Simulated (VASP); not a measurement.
Wanted: the native input for a VASP 6.6.1 run.

```yaml
Task: single point
Functional: PBE
Dispersion: D3(BJ)
Potentials_or_basis: VASP PAW PBE potentials, release 64 (Al, P)
Cutoff: 500 eV
k_mesh: 12 × 6 × 6
Occupations: gaussian, width 0.1 eV
Spin: no spin polarisation
Dipole_correction: no
Further_INCAR_settings: ALGO = Normal; EDIFF = 1e-06; NBANDS = 32
```

The structure of Al2P3 lies in POSCAR:

```
Al2P3
1.0
    3.4181959261      0.0000000000      0.0000000000
    0.0000000000      6.3873115642      0.0000000000
    0.0000000000      0.0000000000      7.9066097360
Al P
4 6
Direct
    0.0000000000      0.7421309790      0.1936794828
    0.0000000000      0.2578690210      0.1936794828
    0.5000000000      0.7578690210      0.8063205172
    0.5000000000      0.2421309790      0.8063205172
    0.0000000000      0.0000000000      0.4164189111
    0.5000000000      0.5000000000      0.3138684622
    0.0000000000      0.0000000000      0.6861315378
    0.5000000000      0.5000000000      0.5835810889
    0.5000000000      0.0000000000      0.0614748407
    0.0000000000      0.5000000000      0.9385251593
```

One way to write it, as run:

INCAR

```
  ALGO = Normal
  EDIFF = 1E-6
  ENCUT = 500
  GGA = PE
  GGA_COMPAT = False
  ISIF = 2
  ISMEAR = 0
  IVDW = 12
  LASPH = True
  LCHARG = False
  LREAL = False
  LWAVE = False
  NBANDS = 32
  NELM = 120
  PREC = Accurate
  SIGMA = 0.1
```

KPOINTS

```
k-points
0
Gamma
  12 6 6
```

Potentials or basis: VASP PAW PBE potentials, release 64 (Al, P).

The run is started by

```bash
$ cat potpaw_PBE.64/Al/POTCAR potpaw_PBE.64/P/POTCAR > POTCAR
$ mpirun -np 1 vasp_std > vasp.out
```

Results of the run:

```
Pressure                   : -3.7 GPa
Largest force              : 0.048 eV/Å
Band gap on the k mesh     : zero (band 21 reaches 8.65 eV, above the bottom of band 22 at 5.54 eV)
Dispersion energy per atom : -0.373 eV
```

Caveat: three body term missing; pairwise dispersion overbinds metals, which lowers pressure and volume.

It took 13 min on 1 thread of Intel Xeon 8259CL, on a shared host, peak memory 0.55 GiB.
